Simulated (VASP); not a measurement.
Here is a VASP 6.6.1 calculation.

INCAR

```
SYSTEM = C
ALGO = Normal
EDIFF = 1E-6
ENCUT = 520
GGA = PS
ISIF = 2
ISMEAR = 0
IVDW = 12
LASPH = .TRUE.
LCHARG = .FALSE.
LREAL = .FALSE.
LWAVE = .FALSE.
NBANDS = 11
NELM = 60
PREC = Accurate
SIGMA = 0.03
```

KPOINTS

```
k-points
0
G
  16 16 16
  0 0 0
```

POSCAR

```
C
1.0
    0.0000000000      2.1651688962      3.3824594497
    1.2508882260      0.0000000000      3.3824594497
    1.2508882260      2.1651688962      0.0000000000
C
2
Direct
    0.1667066167      0.8332933833      0.1667066167
    0.8332933833      0.1667066167      0.8332933833
```

Potentials or basis: VASP PAW PBE potentials, release 64 (C).

Run with:

```bash
$ cat potpaw_PBE.64/C/POTCAR > POTCAR
$ mpirun -np 1 vasp_std > vasp.out
```

Problem. What does it give for the pressure?

Solution. -13.4 GPa.

Problem. What does it give for the largest force?

Solution. 0.026 eV/Å.

Problem. Estimate the dispersion energy per atom.

Solution. -0.108 eV.

Stress tensor (GPa, compression positive):
```
-19.73   0.00   0.00
  0.00 -19.99   0.00
  0.00   0.00  -0.42
```

Caveat: the cell differs from its parent crystal (atoms shifted along a free coordinate); the cell stands under tension; the PAW data sets were made with another functional, which shifts forces and pressure a little.
